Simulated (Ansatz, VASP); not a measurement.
One calculation of La3O2, two programs

Contents of INCAR:

```
PREC     = Accurate       # precision mode
ENCUT    = 600            # plane-wave cutoff, eV
EDIFF    = 1E-7           # SCF threshold, eV
ISMEAR   = 0              # smearing method
SIGMA    = 0.1            # smearing width, eV
LREAL    = F              # projectors in reciprocal space
LASPH    = T              # aspherical terms in the spheres
NELM     = 60             # most SCF steps
ALGO     = Normal         # electronic algorithm
ISIF     = 3              # what is computed and relaxed
LWAVE    = F              # write WAVECAR
LCHARG   = F              # write CHGCAR
GGA      = PE             # functional
IBRION   = 2              # ionic algorithm
NSW      = 90             # ionic steps
EDIFFG   = -0.04          # ionic threshold
```

KPOINTS

```
regular mesh
0
Gamma
  3 3 3
```

Contents of POSCAR:

```
La3O2
1.0
    3.7718035600      2.1776518000      3.0049039600
   -3.7718035600      2.1776518000      3.0049039600
    0.0000000000     -4.3553036000      3.0049039600
La O
3 2
Direct
    0.0000000000      0.5000000000      0.0000000000
    0.0000000000      0.0000000000      0.5000000000
    0.5000000000      0.0000000000      0.0000000000
    0.8187567600      0.8187567600      0.8187567600
    0.1812432400      0.1812432400      0.1812432400
```

Input for Ansatz:

```yaml
crystal:
  lattice:
    - [3.77180356, 2.1776518, 3.00490396]
    - [-3.77180356, 2.1776518, 3.00490396]
    - [0.0, -4.3553036, 3.00490396]
  atoms:
    - { symbol: La, position: [0.0, 0.5, 0.0] }
    - { symbol: La, position: [0.0, 0.0, 0.5] }
    - { symbol: La, position: [0.5, 0.0, 0.0] }
    - { symbol: O, position: [0.81875676, 0.81875676, 0.81875676] }
    - { symbol: O, position: [0.18124324, 0.18124324, 0.18124324] }
basis:
  ecutwfc: 420
kpoints:
  mp_grid: { grid: [3, 3, 3] }
hamiltonian:
  xc: pbe
scf:
  occupations: { method: gaussian, width: 0.1 }
  lower_state_search: "off"
output:
  forces: true
  stress: true
  eigenvalues: true
relax:
  adjacent_minimum: "off"
  f_tol: 0.04
  max_steps: 70
  cell: { stress_tol: 0.4 }
```

Change from the starting cell: species swapped into the Br2Cl3 type (R-3m, No. 166).

Alike in both runs: task relaxation of cell and atoms; functional PBE; k mesh 3 × 3 × 3; occupations gaussian, width 0.1 eV; no spin polarisation.

|  | VASP | Ansatz |
| --- | --- | --- |
| version | VASP 6.6.1 | Ansatz 0.2.0 |
| potentials or method | VASP PAW PBE potentials, release 64 (La, O), cutoff 600 eV | scalar-relativistic, plane waves, PAW |
| valence electrons in the cell | 45 | 45 |

```csv
,VASP,Ansatz,Ansatz less VASP
"gap on the k mesh at the Fermi level, each at its own relaxed structure (eV)",none,none,-
relaxed volume (Å³/atom),37.03,36.66,-0.368
relaxed cell length with the largest relative difference (Å),5.703,5.683,-0.0200
```

A gap of «none» marks a metal or a gap that the smearing closes.

The k mesh is coarse, so the values compare programs but aren't converged. Spin-orbit coupling is off throughout. Noted on VASP's run: the volume moved by over 15 % at a fixed basis, so the end points are rough.
